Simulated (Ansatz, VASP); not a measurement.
V: VASP beside Ansatz

INCAR

```
PREC = Accurate
ENCUT = 600
EDIFF = 1E-6
ISMEAR = 0
SIGMA = 0.1
LREAL = F
LASPH = T
NELM = 60
ALGO = Normal
ISIF = 3
LWAVE = F
LCHARG = F
GGA = PS
IBRION = 2
NSW = 90
EDIFFG = -0.04
```

Contents of KPOINTS:

```
Automatic mesh
0
Gamma
  6 6 6
```

Contents of POSCAR:

```
V
1.0
    1.6526984278      0.9541858822      3.0647310873
   -1.6526984278      0.9541858822      3.0647310873
    0.0000000000     -1.9083717644      3.0647310873
V
2
Direct
    0.2275400000      0.2275400000      0.2275400000
    0.7724600000      0.7724600000      0.7724600000
```

Input for Ansatz:

```yaml
crystal:
  lattice:
    - [1.6526984278, 0.9541858822, 3.0647310873]
    - [-1.6526984278, 0.9541858822, 3.0647310873]
    - [0.0, -1.9083717644, 3.0647310873]
  atoms:
    - { symbol: V, position: [0.22754, 0.22754, 0.22754] }
    - { symbol: V, position: [0.77246, 0.77246, 0.77246] }
basis:
  ecutwfc: 420
kpoints:
  mp_grid: { grid: [6, 6, 6] }
hamiltonian:
  xc: pbesol
scf:
  occupations: { method: gaussian, width: 0.1 }
  lower_state_search: "off"
output:
  forces: true
  stress: true
  eigenvalues: true
relax:
  adjacent_minimum: "off"
  f_tol: 0.04
  max_steps: 70
  cell: { stress_tol: 0.4 }
```

Alike in both runs: task relaxation of cell and atoms; functional PBEsol; k mesh 6 × 6 × 6; occupations gaussian, width 0.1 eV; no spin polarisation.

|  | VASP | Ansatz |
| --- | --- | --- |
| version | VASP 6.6.1 | Ansatz 0.2.0 |
| potentials or method | VASP PAW PBE potentials, release 64 (V_sv), cutoff 600 eV | scalar-relativistic, plane waves, PAW |
| valence electrons in the cell | 26 | 26 |

```tsv
	VASP	Ansatz	Ansatz less VASP
gap on the k mesh at the Fermi level, each at its own relaxed structure (eV)	none	none	-
relaxed volume (Å³/atom)	13.25	13.25	+0.004
relaxed length of the cell vector where the two differ most in proportion (Å)	4.194	4.200	+0.0060
```

VASP's potentials were made for PBE, not for PBEsol. A gap of «none» marks a metal or a gap that the smearing closes.

The k mesh is coarse, so the values compare programs but aren't converged.
